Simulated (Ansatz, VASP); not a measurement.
# Cr in VASP and in Ansatz

The input INCAR:

```
SYSTEM = Cr
ALGO = Fast ; EDIFF = 1E-6
ENCUT = 520 ; GGA = PE
ISIF = 2 ; ISMEAR = 0
LASPH = .TRUE. ; LCHARG = .FALSE.
LREAL = .FALSE. ; LWAVE = .FALSE.
NBANDS = 12 ; NELM = 100
PREC = Accurate ; SIGMA = 0.15
```

Contents of KPOINTS:

```
k-points
0
G
  26 26 26
  0 0 0
```

File POSCAR:

```
Cr
1.0
   -1.3569269018      1.3569269018      1.6283122822
    1.3569269018     -1.3569269018      1.6283122822
    1.3569269018      1.3569269018     -1.6283122822
Cr
1
Direct
    0.0000000000      0.0000000000      0.0000000000
```

Input for Ansatz:

```yaml
crystal:
  lattice:
    - [-1.3569269018, 1.3569269018, 1.6283122822]
    - [1.3569269018, -1.3569269018, 1.6283122822]
    - [1.3569269018, 1.3569269018, -1.6283122822]
  atoms:
    - { symbol: Cr, position: [0.0, 0.0, 0.0] }
basis:
  ecutwfc: 420
kpoints:
  mp_grid: { grid: [26, 26, 26] }
hamiltonian:
  xc: pbe
scf:
  occupations: { method: gaussian, width: 0.15 }
output:
  forces: true
  stress: true
  eigenvalues: true
```

Alike in both runs: task single point; functional PBE; k mesh 26 × 26 × 26; occupations gaussian, width 0.15 eV; no spin polarisation.

|  | VASP | Ansatz |
| --- | --- | --- |
| version | VASP 6.6.1 | Ansatz 0.2.0 |
| potentials or method | VASP PAW PBE potentials, release 64 (Cr_pv), cutoff 520 eV | scalar-relativistic, plane waves, PAW |
| valence electrons in the cell | 12 | 14 |

VASP gave:

- gap on the k mesh at the Fermi level (eV): none
- pressure (GPa): -5.2
- traceless stress, the component that is largest in VASP (GPa): -22.12

**Question.** What did Ansatz give for the same quantities?

**Answer.** gap on the k mesh at the Fermi level (eV): none; pressure (GPa): -4.9; traceless stress, the component that is largest in VASP (GPa): -22.28.

A gap of «none» marks a metal or a gap that the smearing closes. The functional is the same, so the differences come from potentials, cutoffs and numerics. VASP's potentials hold 12 valence electrons a cell and Ansatz's 14, so a difference there can come from the potentials and not from the codes.
